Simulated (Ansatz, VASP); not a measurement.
## Two plane-wave programs on MnS

```
Mn S
1.0
     0.00000    2.82369    2.82369
     2.82369    0.00000    2.82369
     2.82369    2.82369    0.00000
Mn S
1 1
Direct
  0.00000 0.00000 0.00000
  0.25000 0.25000 0.25000
```

Alike in both runs: task single point; functional r2SCAN; k mesh 10 × 10 × 10; occupations gaussian, width 0.05 eV; collinear spin.

|  | VASP | Ansatz |
| --- | --- | --- |
| version | VASP 6.6.1 | Ansatz 0.2.0 |
| potentials or method | VASP PAW PBE potentials, release 64 (Mn_pv, S), cutoff 550 eV | scalar-relativistic, plane waves, PAW |
| valence electrons in the cell | 19 | 21 |

VASP gave:

| Property | Result |
| --- | --- |
| gap on the k mesh at the Fermi level (eV) | 0.73 |
| least direct gap on the mesh (eV) | 1.23 |
| pressure (GPa) | 0.0 |
| net moment per atom (μB) | 2.50 |
| size of the moment on the site where the two differ most (μB) | 4.48 |

Problem. Which values does Ansatz return?

Solution. gap on the k mesh at the Fermi level (eV): 0.74; least direct gap on the mesh (eV): 1.22; pressure (GPa): 0.0; net moment per atom (μB): 2.50; size of the moment on the site where the two differ most (μB): 4.33.

VASP's potentials were made for PBE, not for r2SCAN. Site moments also hang on the region over which each program counts them. VASP's potentials hold 19 valence electrons a cell and Ansatz's 21, so a difference there can come from the potentials and not from the codes. Ansatz's warnings: stability check not made.
